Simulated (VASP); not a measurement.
Here is a VASP 6.6.1 calculation.

File INCAR:

```
SYSTEM = La5O
PREC = Accurate ; ENCUT = 600
EDIFF = 1E-6 ; ISMEAR = 0
SIGMA = 0.1 ; LREAL = .FALSE.
LASPH = .TRUE. ; NELM = 100
ALGO = Normal ; ISIF = 3
LWAVE = .FALSE. ; LCHARG = .FALSE.
GGA = PE ; IBRION = 2
NSW = 100 ; EDIFFG = -0.01
```

The input KPOINTS:

```
regular mesh
0
G
  8 8 8
  0 0 0
```

File POSCAR:

```
La5O
1.0
    0.0000000000      4.6399633209      4.6399633209
    4.6399633209      0.0000000000      4.6399633209
    4.6399633209      4.6399633209      0.0000000000
La O
5 1
Direct
    0.3758888324      0.3758888324      0.8723335028
    0.3758888324      0.8723335028      0.3758888324
    0.8723335028      0.3758888324      0.3758888324
    0.3758888324      0.3758888324      0.3758888324
    0.7500000000      0.7500000000      0.7500000000
    0.0000000000      0.0000000000      0.0000000000
```

Potentials or basis: VASP PAW PBE potentials, release 64 (La, O).

Command:

```sh
$ cat potpaw_PBE.64/La/POTCAR potpaw_PBE.64/O/POTCAR > POTCAR
$ mpirun -np 1 vasp_std > vasp.out
```

(1) Estimate the relaxed cell.

(2) Estimate the space group after relaxing (to 0.05 Å).

(3) Estimate the relaxed volume.

Results:

(1) a = 6.530 Å, b = 6.530 Å, c = 6.530 Å, α = 60.00°, β = 60.00°, γ = 60.00°.

(2) F-43m (No. 216).

(3) 32.81 Å³/atom.

Caveat: an odd number of electrons without spin polarisation forces a metal; a magnetic or distorted state may lie lower.
